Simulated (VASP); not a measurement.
# TaN (P6_3/mmc) in VASP: notebook

The runs below take TaN through single point, with PBE.

Everything below comes from runs of VASP 6.6.1. Logs are shortened: lines on timing, memory, paths and dates and some standing lists are left out, and cuts for length are marked.

## 1. The cell of the first run

The structure is hexagonal, space group P6_3/mmc (No. 194). Conventional cell: a = 2.986 Å, b = 2.986 Å, c = 4.818 Å, α = 90.00°, β = 90.00°, γ = 120.00°. Ta (site symmetry -3m) has 6 N at 2.10 Å and 2 Ta at 2.41 Å within 2.8 Å. N (site symmetry -6m2) has 6 Ta at 2.10 Å within 2.8 Å.

## 2. Single point, PBE (volume scaled by 0.94)

File INCAR:

```
ALGO     = Normal         # electronic algorithm
EDIFF    = 1E-7           # SCF threshold, eV
ENCUT    = 520            # plane-wave cutoff, eV
GGA      = PE             # functional
ISIF     = 2              # what is computed and relaxed
ISMEAR   = -1             # smearing method
LASPH    = True           # aspherical terms in the spheres
LCHARG   = False          # write CHGCAR
LREAL    = False          # projectors in reciprocal space
LWAVE    = False          # write WAVECAR
NBANDS   = 24             # bands
NELM     = 60             # most SCF steps
PREC     = Accurate       # precision mode
SIGMA    = 0.01           # smearing width, eV
```

File KPOINTS:

```
k-points
0
Gamma
  9 9 5
```

File POSCAR:

```
TaN
1.0
    2.9857803976      0.0000000000      0.0000000000
   -1.4928901988      2.5857616744      0.0000000000
    0.0000000000      0.0000000000      4.8176044827
Ta N
2 2
Direct
    0.0000000000      0.0000000000      0.0000000000
    0.0000000000      0.0000000000      0.5000000000
    0.3333333333      0.6666666667      0.2500000000
    0.6666666667      0.3333333333      0.7500000000
```

Potentials or basis: VASP PAW PBE potentials, release 64 (Ta_pv, N).

On the command line:

```sh
cat potpaw_PBE.64/Ta_pv/POTCAR potpaw_PBE.64/N/POTCAR > POTCAR
mpirun -np 1 vasp_std > vasp.out
```

OUTCAR:

```text
EDIFF = 1E-7
   ENCUT = 520
   GGA = PE
   ISIF = 2
   ISMEAR = -1
   LASPH = True
   LREAL = False
   NELM = 60
   PREC = Accurate

 ion  position               nearest neighbor table
   1  0.000  0.000  0.000-   3 2.10   4 2.10   3 2.10   4 2.10   4 2.10   3 2.10   2 2.41   2 2.41

   2  0.000  0.000  0.500-   3 2.10   4 2.10   3 2.10   4 2.10   4 2.10   3 2.10   1 2.41   1 2.41

   3  0.333  0.667  0.250-   1 2.10   2 2.10   1 2.10   2 2.10   1 2.10   2 2.10
   4  0.667  0.333  0.750-   1 2.10   2 2.10   1 2.10   2 2.10   1 2.10   2 2.10

  LATTYP: Found a hexagonal cell.
 ALAT       =     2.9857803976
 C/A-ratio  =     1.6135160130

  Lattice vectors:

 A1 = (   2.9857803976,   0.0000000000,   0.0000000000)
 A2 = (  -1.4928901988,   2.5857616744,   0.0000000000)
 A3 = (   0.0000000000,   0.0000000000,   4.8176044827)

Analysis of symmetry for initial positions (statically):
=====================================================================
 Subroutine PRICEL returns:
 Original cell was already a primitive cell.

 Routine SETGRP: Setting up the symmetry group for a
 hexagonal supercell.

 Subroutine GETGRP returns: Found 24 space group operations
 (whereof 12 operations were pure point group operations)
 out of a pool of 24 trial point group operations.

The static configuration has the point symmetry D_3d.
 The point group associated with its full space group is D_6h.

Analysis of symmetry for dynamics (positions and initial velocities):
=====================================================================
 Subroutine PRICEL returns:
 Original cell was already a primitive cell.

 Routine SETGRP: Setting up the symmetry group for a
 hexagonal supercell.

 Subroutine GETGRP returns: Found 24 space group operations
 (whereof 12 operations were pure point group operations)
 out of a pool of 24 trial point group operations.

The dynamic configuration has the point symmetry D_3d.
 The point group associated with its full space group is D_6h.

 Subroutine INISYM returns: Found 24 space group operations
 (whereof 12 operations are pure point group operations),
 and found     1 'primitive' translations

----------------------------------------------------------------------------------------

                                     Primitive cell

  volume of cell :      37.1944

  direct lattice vectors                    reciprocal lattice vectors
     2.985780398  0.000000000  0.000000000     0.334920814  0.193366622  0.000000000
    -1.492890199  2.585761674  0.000000000     0.000000000  0.386733244  0.000000000
     0.000000000  0.000000000  4.817604483     0.000000000  0.000000000  0.207572042

  length of vectors
     2.985780398  2.985780398  4.817604483     0.386733244  0.386733244  0.207572042

  position of ions in fractional coordinates (direct lattice)
     0.000000000  0.000000000  0.000000000
     0.000000000  0.000000000  0.500000000
     0.333333333  0.666666667  0.250000000
     0.666666667  0.333333333  0.750000000

  ion indices of the primitive-cell ions
   primitive index   ion index
                 1           1
                 2           2
                 3           3
                 4           4

----------------------------------------------------------------------------------------

 KPOINTS: k-points

Automatic generation of k-mesh.
 Grid dimensions read from file:
 generate k-points for:    9    9    5

 Generating k-lattice:

  Cartesian coordinates                     Fractional coordinates (reciprocal lattice)
     0.037213424  0.021485180  0.000000000     0.111111111  0.000000000  0.000000000
     0.000000000  0.042970360  0.000000000     0.000000000  0.111111111  0.000000000
     0.000000000  0.000000000  0.041514408     0.000000000  0.000000000  0.200000000

  Length of vectors
     0.042970360  0.042970360  0.041514408

  Shift w.r.t. Gamma in fractional coordinates (k-lattice)
     0.000000000  0.000000000  0.000000000

 Subroutine IBZKPT returns following result:
 ===========================================

 Found     36 irreducible k-points:

 Following reciprocal coordinates:
            Coordinates               Weight
  0.000000  0.000000  0.000000      1.000000
  0.111111 -0.000000  0.000000      6.000000
  0.222222  0.000000  0.000000      6.000000
  0.333333  0.000000  0.000000      6.000000
  0.444444  0.000000  0.000000      6.000000
  0.111111  0.111111  0.000000      6.000000
[... 16 lines left out ...]
  0.333333  0.222222  0.200000     24.000000
  0.333333  0.333333  0.200000      4.000000
 [... further k-points ...]
   k-points           NKPTS =     36   k-points in BZ     NKDIM =     36   number of bands    NBANDS=     24
   number of dos      NEDOS =    301   number of ions     NIONS =      4
   total plane-waves  NPLWV =  20736
   dimension x,y,z NGX =    24 NGY =   24 NGZ =   36
   dimension x,y,z NGXF=    48 NGYF=   48 NGZF=   72
   ions per type =               2   2
   NGX,Y,Z   is equivalent  to a cutoff of  13.36, 13.36, 12.42 a.u.
   NGXF,Y,Z  is equivalent  to a cutoff of  26.73, 26.73, 24.85 a.u.
 SYSTEM =  unknown system
   PREC   = accura    normal or accurate (medium, high low for compatibility)
   ISTART =      0    job   : 0-new  1-cont  2-samecut
   ICHARG =      2    charge: 1-file 2-atom 10-const
   ISPIN  =      1    spin polarized calculation?
   LNONCOLLINEAR =      F non collinear calculations
   LSORBIT =      F    spin-orbit coupling
   LASPH  =      T    aspherical Exc in radial PAW
   ENCUT  =  520.0 eV  38.22 Ry    6.18 a.u.   5.55  5.55  8.96*2*pi/ulx,y,z
   NELM   =     60;   NELMIN=  2; NELMDL= -5     # of ELM steps
   EDIFF  = 0.1E-06   stopping-criterion for ELM
   LREAL  =      F    real-space projection
   EDIFFG = 0.1E-05   stopping-criterion for IOM
   NSW    =      0    number of steps for IOM
   IBRION =     -1    ionic relax: 0-MD 1-quasi-New 2-CG
   NFREE  =      0    steps in history (QN), initial steepest desc. (CG)
   ISIF   =      2    stress and relaxation
   ISYM   =      2    0-nonsym 1-usesym 2-fastsym
   POTIM  = 0.5000    time-step for ionic-motion
   TEBEG  =    0.0;   TEEND  =   0.0 temperature during run
   PSTRESS=    0.0 pullay stress
   NELECT =      32.0000    total number of electrons
   NUPDOWN=      -1.0000    fix difference up-down
   EMIN   =  10.00;   EMAX   =-10.00  energy-range for DOS
   EFERMI =   0.00;   METHOD = LEGACY
   ISMEAR =    -1;   SIGMA  =   0.01  broadening in eV -4-tet -1-fermi 0-gaus
   EFERMI_NEDOS =   21; number of points for ismear=-14 and -15
   IALGO  =     38    algorithm
   IMIX   =      4    mixing-type and parameters
     AMIX     =   0.40;   BMIX     =  1.00
     AMIX_MAG =   1.60;   BMIX_MAG =  1.00
  volume/ion in A,a.u.               =       9.30        62.75
  Fermi-wavevector in a.u.,A,eV,Ry     =   1.557037  2.942374 32.985487  2.424365
  Thomas-Fermi vector in A             =   2.660746
   LORBIT       =      0    0 simple, 1 ext, 2 COOP (PROOUT), +10 PAW based schemes
   GGA     = PE    functional components
   LHFCALC =     F    Hartree Fock is set to
   AEXX    =    0.0000 exact exchange contribution
   IVDW    =     0    specifies the selected vdW correction
   LEPSILON=     F    determine dielectric tensor
   LRPA    =     F    only Hartree local field effects (RPA)
 non-spin polarized calculation
  energy-cutoff  :      520.00
  volume of cell :       37.19
 maximum number of plane-waves:      1026
 NGX is ok and might be reduce to    24
   NGX = 11   NGY = 11   NGZ = 17

 number of electron      31.9999996 magnetization

 Free energy of the ion-electron system (eV)
  ---------------------------------------------------
  ext. energy  EPLUGINS =         0.00000000
  ---------------------------------------------------
  free energy    TOTEN  =       -40.11594576 eV

  energy without entropy =      -40.11383195  energy(sigma->0) =      -40.11488885

 E-fermi :  10.6114     XC(G=0): -14.1004

 val. band max:       10.6081155847   @ k =   0.2222   0.0000   0.2000
 cond. band min:      10.6150948906   @ k =   0.3333   0.2222   0.2000
 fundamental gap:      0.0069793058
 Fermi energy:        10.6113576839

 k-point     1 :       0.0000    0.0000    0.0000
  band No.  band energies     occupation
      1     -26.8571      2.00000
      2     -24.6262      2.00000
      3     -24.6262      2.00000
      4     -24.1701      2.00000
      5     -24.1701      2.00000
      6     -23.2671      2.00000
[... 16 lines left out ...]
     23      16.1260      0.00000
     24      17.8349      0.00000

 k-point     2 :       0.1111   -0.0000    0.0000
  band No.  band energies     occupation
      1     -26.8235      2.00000
      2     -24.7733      2.00000
      3     -24.6561      2.00000
      4     -24.2805      2.00000
      5     -24.1934      2.00000
      6     -23.2539      2.00000
[... 16 lines left out ...]
     23      16.3440      0.00000
     24      17.7503      0.00000

 k-point     3 :       0.2222    0.0000    0.0000
  band No.  band energies     occupation
      1     -26.7371      2.00000
      2     -25.1277      2.00000
      3     -24.7310      2.00000
      4     -24.5516      2.00000
      5     -24.2521      2.00000
      6     -23.2203      2.00000
[... 16 lines left out ...]
     23      17.8928      0.00000
     24      17.9377      0.00000

 k-point     4 :       0.3333    0.0000    0.0000
  band No.  band energies     occupation
      1     -26.6370      2.00000
      2     -25.5031      2.00000
      3     -24.8464      2.00000
      4     -24.8148      2.00000
      5     -24.3178      2.00000
      6     -23.1818      2.00000
[... 16 lines left out ...]
     23      18.2893      0.00000
     24      18.7183      0.00000

 k-point     5 :       0.4444    0.0000    0.0000
  band No.  band energies     occupation
      1     -26.5707      2.00000
      2     -25.7342      2.00000
      3     -25.0319      2.00000
      4     -24.8686      2.00000
      5     -24.3603      2.00000
      6     -23.1565      2.00000
[... 451 lines left out ...]
 k-point    22 :       0.2222    0.2222    0.2000
  band No.  band energies     occupation
      1     -26.3138      2.00000
      2     -25.4587      2.00000
      3     -24.9677      2.00000
      4     -24.9216      2.00000
      5     -24.5258      2.00000
      6     -23.5546      2.00000
[... 16 lines left out ...]
     23      17.7857      0.00000
     24      18.8095      0.00000

 k-point    23 :       0.3333    0.2222    0.2000
  band No.  band energies     occupation
      1     -26.2634      2.00000
      2     -25.5345      2.00000
      3     -25.1155      2.00000
      4     -24.9880      2.00000
      5     -24.6461      2.00000
      6     -23.5308      2.00000
[... 16 lines left out ...]
     23      17.9611      0.00000
     24      19.1797      0.00000

 k-point    24 :       0.3333    0.3333    0.2000
  band No.  band energies     occupation
      1     -26.2455      2.00000
      2     -25.3669      2.00000
      3     -25.3669      2.00000
      4     -24.8516      2.00000
      5     -24.8516      2.00000
      6     -23.5226      2.00000
[... 16 lines left out ...]
     23      18.6344      0.00000
     24      18.6344      0.00000

 [... further k-points ...]
[... 5 lines left out ...]
  --------------------------------------------------------------------------------------
  -------------------------------------------------------------------------------------
  Total       14.9360988     14.9360988     39.0178925      0.0000000      0.0000000      0.0000000
  in kB      643.3840054    643.3840054   1680.7258959      0.0000000      0.0000000      0.0000000
  external PRESSURE =     989.1646356 kB  Pullay stress =       0.0000000 kB

 VOLUME and BASIS-vectors are now :
 -----------------------------------------------------------------------------
  energy-cutoff  :      520.00
  volume of cell :       37.19
      direct lattice vectors                 reciprocal lattice vectors
     2.985780398  0.000000000  0.000000000     0.334920814  0.193366622  0.000000000
    -1.492890199  2.585761674  0.000000000     0.000000000  0.386733244  0.000000000
     0.000000000  0.000000000  4.817604483     0.000000000  0.000000000  0.207572042

 POSITION                                       TOTAL-FORCE (eV/Angst)
 -----------------------------------------------------------------------------------
      0.00000      0.00000      0.00000         0.000000      0.000000      0.000000
      0.00000      0.00000      2.40880         0.000000      0.000000      0.000000
     -0.00000      1.72384      1.20440        -0.000000     -0.000000      0.000000
      1.49289      0.86192      3.61320        -0.000000      0.000000     -0.000000
 -----------------------------------------------------------------------------------
    total drift:                               -0.000000      0.000000      0.000000

  FREE ENERGIE OF THE ION-ELECTRON SYSTEM (eV)
  ---------------------------------------------------
  free  energy   TOTEN  =       -40.1159457596 eV

  energy  without entropy=      -40.1138319486  energy(sigma->0) =      -40.11488885
```

Wall time 12 s (1 thread of Intel Xeon 6975P-C (Granite Rapids), shared host); peak memory 0.16 GiB.

What came out:

```yaml
Free_energy: -40.1159 eV
Pressure: 98.9 GPa
Band_gap_on_the_k_mesh: zero (band 16 reaches 11.37 eV, above the bottom of band 17 at 8.61 eV)
```

Caveat: spin-orbit coupling is left out, which moves the levels of the heavy elements.

[end of part 1 of 2]
